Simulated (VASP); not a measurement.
# Si in VASP: relaxation of the atoms with PBEsol

Aim: the relaxation of the atoms of Si with PBEsol.

All numbers are computed with VASP 6.6.1; they aren't measurements. Logs are shortened: lines on timing, memory, paths and dates and some standing lists are left out, and cuts for length are marked.

## 1. The cell of the first run

The cell holds a slab with vacuum, 4 atoms: a = 3.842 Å, b = 5.434 Å, c = 17.921 Å, α = 90.00°, β = 90.00°, γ = 90.00°.

## 2. Relaxation of the atoms, PBEsol

Input file INCAR:

```
PREC = Accurate
ENCUT = 520
EDIFF = 1E-6
ISMEAR = -1
SIGMA = 0.02
LREAL = F
LASPH = T
NELM = 60
ALGO = Normal
ISIF = 2
LWAVE = F
LCHARG = F
LDIPOL = T
IDIPOL = 3
DIPOL = 0.5 0.5 0.500
GGA = PS
IBRION = 2
NSW = 32
EDIFFG = -0.01
```

Input file KPOINTS:

```
regular mesh
0
Gamma
  7 5 1
```

Input file POSCAR:

```
Si
1.0
    3.8424174448      0.0000000000      0.0000000000
    0.0000000000      5.4339988627      0.0000000000
    0.0000000000      0.0000000000     17.9212000000
Si
4
Direct
    0.0000000000      0.3670773233      0.4515308934
    0.5000000000      0.1329226767      0.4515308934
    0.5000000000      0.8670771925      0.5484691066
    0.0000000000      0.6329228075      0.5484691066
```

Potentials or basis: VASP PAW PBE potentials, release 64 (Si).

The run is started by

```
> cat potpaw_PBE.64/Si/POTCAR > POTCAR
> mpirun -np 1 vasp_std > vasp.out
```

OUTCAR:

```text
PREC = Accurate
   ENCUT = 520
   EDIFF = 1E-6
   ISMEAR = -1
   LREAL = F
   LASPH = T
   NELM = 60
   ISIF = 2
   GGA = PS
   IBRION = 2
   NSW = 32
   EDIFFG = -0.01

 ion  position               nearest neighbor table
   1  0.000  0.367  0.452-   4 2.26   2 2.30   2 2.30
   2  0.500  0.133  0.452-   3 2.26   1 2.30   1 2.30
   3  0.500  0.867  0.548-   2 2.26   4 2.30   4 2.30
   4  0.000  0.633  0.548-   1 2.26   3 2.30   3 2.30

  LATTYP: Found a simple orthorhombic cell.
 ALAT       =     3.8424174448
 B/A-ratio  =     1.4142135624
 C/A-ratio  =     4.6640429515

  Lattice vectors:

 A1 = (   3.8424174448,   0.0000000000,   0.0000000000)
 A2 = (   0.0000000000,   5.4339988627,   0.0000000000)
 A3 = (   0.0000000000,   0.0000000000,  17.9212000000)

Analysis of symmetry for initial positions (statically):
=====================================================================
 Subroutine PRICEL returns:
 Original cell was already a primitive cell.

 Routine SETGRP: Setting up the symmetry group for a
 simple orthorhombic supercell.

 Subroutine GETGRP returns: Found  8 space group operations
 (whereof  4 operations were pure point group operations)
 out of a pool of  8 trial point group operations.

The static configuration has the point symmetry C_2h.
 The point group associated with its full space group is D_2h.

Analysis of symmetry for dynamics (positions and initial velocities):
=====================================================================
 Subroutine PRICEL returns:
 Original cell was already a primitive cell.

 Routine SETGRP: Setting up the symmetry group for a
 simple orthorhombic supercell.

 Subroutine GETGRP returns: Found  8 space group operations
 (whereof  4 operations were pure point group operations)
 out of a pool of  8 trial point group operations.

The dynamic configuration has the point symmetry C_2h.
 The point group associated with its full space group is D_2h.

 Subroutine INISYM returns: Found  8 space group operations
 (whereof  4 operations are pure point group operations),
 and found     1 'primitive' translations

----------------------------------------------------------------------------------------

                                     Primitive cell

[... 153 lines left out ...]
      0.00000      1.99470      8.09198        -0.000000      0.000395     -0.014379
      1.92121      0.72230      8.09198         0.000000     -0.000395     -0.014379
      1.92121      4.71170      9.82922         0.000000      0.000395      0.014379
      0.00000      3.43930      9.82922         0.000000     -0.000395      0.014379
 -----------------------------------------------------------------------------------
    total drift:                               -0.000000      0.000003      0.000014

  FREE ENERGIE OF THE ION-ELECTRON SYSTEM (eV)
  ---------------------------------------------------
  free  energy   TOTEN  =       -19.1435386496 eV

  energy  without entropy=      -19.1398900541  energy(sigma->0) =      -19.14171435

--------------------------------------- Ionic step        2  -------------------------------------------

 number of electron      15.9999999 magnetization

 dipolmoment           0.000000      0.000000      0.000000 electrons x Angstroem

 Free energy of the ion-electron system (eV)
  ---------------------------------------------------
  ext. energy  EPLUGINS =         0.00000000
  ---------------------------------------------------
  free energy    TOTEN  =       -19.14356791 eV

  energy without entropy =      -19.13994777  energy(sigma->0) =      -19.14175784

 E-fermi :  -2.3859     XC(G=0):  -2.8932

 val. band max:       -2.4956434672   @ k =   0.4286   0.0000   0.0000
 cond. band min:      -2.3846312928   @ k =   0.1429   0.4000   0.0000
 fundamental gap:      0.1110121743
 Fermi energy:        -2.3858724853

 k-point     1 :       0.0000    0.0000    0.0000
  band No.  band energies     occupation
      1     -13.3361      2.00000
      2     -10.8334      2.00000
      3      -8.7243      2.00000
      4      -5.1719      2.00000
      5      -4.7379      2.00000
      6      -4.6647      2.00000
      7      -3.4987      2.00000
      8      -3.0331      2.00000
      9      -1.2766      0.00000
     10      -1.0421      0.00000
     11       0.3578      0.00000
     12       0.5464      0.00000
[... 151 lines left out ...]
 k-point    12 :       0.4286    0.4000    0.0000
  band No.  band energies     occupation
      1     -11.2856      2.00000
      2     -10.8736      2.00000
      3      -9.1443      2.00000
      4      -8.6942      2.00000
      5      -5.2904      2.00000
      6      -4.8595      2.00000
      7      -3.9424      2.00000
      8      -3.6005      2.00000
      9      -1.1291      0.00000
     10      -1.1096      0.00000
     11       1.1834      0.00000
     12       1.3382      0.00000

------------------------ aborting loop because EDIFF is reached ----------------------------------------

 vacuum level on the upper side and lower side of the slab       (xc-potential included)        -0.101        -0.102

  FORCE on cell =-STRESS in cart. coord.  units (eV):
  Direction    XX          YY          ZZ          XY          YZ          ZX
  --------------------------------------------------------------------------------------
  -------------------------------------------------------------------------------------
  Total        1.1705522      0.9480662      0.0191784      0.0000000     -0.0000000      0.0000000
  in kB        5.0119900      4.0593646      0.0821167      0.0000000     -0.0000000      0.0000000
  external PRESSURE =       3.0511571 kB  Pullay stress =       0.0000000 kB

 VOLUME and BASIS-vectors are now :
 -----------------------------------------------------------------------------
  energy-cutoff  :      520.00
  volume of cell :      374.19
      direct lattice vectors                 reciprocal lattice vectors
     3.842417445  0.000000000  0.000000000     0.260252826  0.000000000  0.000000000
     0.000000000  5.433998863  0.000000000     0.000000000  0.184026538  0.000000000
     0.000000000  0.000000000 17.921200000     0.000000000  0.000000000  0.055799835

 POSITION                                       TOTAL-FORCE (eV/Angst)
 -----------------------------------------------------------------------------------
      3.84242      1.99472      8.09128        -0.000000      0.006238     -0.007094
      1.92121      0.72228      8.09128         0.000000     -0.006238     -0.007094
      1.92121      4.71172      9.82992         0.000000      0.006238      0.007094
      0.00000      3.43928      9.82992         0.000000     -0.006238      0.007094
 -----------------------------------------------------------------------------------
    total drift:                               -0.000000      0.000003      0.000014

  FREE ENERGIE OF THE ION-ELECTRON SYSTEM (eV)
  ---------------------------------------------------
  free  energy   TOTEN  =       -19.1435679115 eV

  energy  without entropy=      -19.1399477700  energy(sigma->0) =      -19.14175784

 reached required accuracy - stopping structural energy minimisation

 vacuum level on the upper side and lower side of the slab         2.100         2.097
```

CONTCAR:

```text
Si
   1.00000000000000
     3.8424174448000001    0.0000000000000000    0.0000000000000000
     0.0000000000000000    5.4339988627000002    0.0000000000000000
     0.0000000000000000    0.0000000000000000   17.9211999999999989
  Si
     4
Direct
     1.0000000000000000    0.3670808282236644    0.4514921867486363
     0.5000000000000000    0.1329191717763356    0.4514921867486363
     0.5000000000000000    0.8670806974236607    0.5485078132513637
     0.0000000000000000    0.6329193025763393    0.5485078132513637

  0.00000000E+00  0.00000000E+00  0.00000000E+00
  0.00000000E+00  0.00000000E+00  0.00000000E+00
  0.00000000E+00  0.00000000E+00  0.00000000E+00
  0.00000000E+00  0.00000000E+00  0.00000000E+00
```

It took 2.4 min on 1 thread of Intel Xeon 6975P-C, shared host; peak memory 0.42 GiB.

Results:

```
Free energy                  : -19.1436 eV
Energy gained by relaxing    : 0.0 meV/atom
Ionic steps                  : 2
Largest force after relaxing : 0.009 eV/Å
Band gap on the k mesh       : zero (band 8 reaches -2.38 eV, above the bottom of band 9 at -2.50 eV)
```

Forces on the atoms (eV/Å):
```
Si   0.000  0.006 -0.007
Si   0.000 -0.006 -0.007
Si   0.000  0.006  0.007
Si   0.000 -0.006  0.007
```

Final structure:
```
Si
1.0
     3.84242    0.00000    0.00000
     0.00000    5.43400    0.00000
     0.00000    0.00000   17.92120
Si
4
Direct
  0.00000 0.36708 0.45149
  0.50000 0.13292 0.45149
  0.50000 0.86708 0.54851
  0.00000 0.63292 0.54851
```

Levels at points of the mesh, in eV from the Fermi level:
```csv
k point,band 4,band 5,band 6,band 7,band 8,band 9,band 10,band 11,band 12
"(0.00, 0.00, 0.00)",-2.79,-2.35,-2.28,-1.11,-0.65,1.11,1.34,2.74,2.93
```

Caveat: the PAW data sets were made with another functional, which shifts forces and pressure a little.
